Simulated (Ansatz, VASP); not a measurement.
# Two plane-wave programs on Ru

```
Ru
1.0
     2.67389    0.00000    0.00000
    -1.33694    2.31565    0.00000
     0.00000    0.00000    4.22640
Ru
2
Direct
  0.33333 0.66667 0.25000
  0.66667 0.33333 0.75000
```

Alike in both runs: task single point; functional LDA; k mesh 15 × 15 × 8; occupations gaussian, width 0.1 eV; no spin polarisation.

```csv
,VASP,Ansatz
version,VASP 6.6.1,Ansatz 0.2.0
potentials or method,"VASP PAW LDA potentials, release 64 (Ru_pv), cutoff 500 eV","scalar-relativistic, plane waves, PAW"
valence electrons in the cell,28,32
```

VASP gave:

- gap on the k mesh at the Fermi level (eV): none
- pressure (GPa): 1.0
- traceless stress, the component that is largest in VASP (GPa): -0.03

Problem. Estimate Ansatz's values.

Solution. gap on the k mesh at the Fermi level (eV): none; pressure (GPa): 0.0; traceless stress, the component that is largest in VASP (GPa): -0.08.

LDA's correlation is that of Perdew and Zunger in VASP and of Perdew and Wang (1992) in Ansatz. A gap of «none» marks a metal or a gap that the smearing closes. VASP's potentials hold 28 valence electrons a cell and Ansatz's 32, so a difference there can come from the potentials and not from the codes.
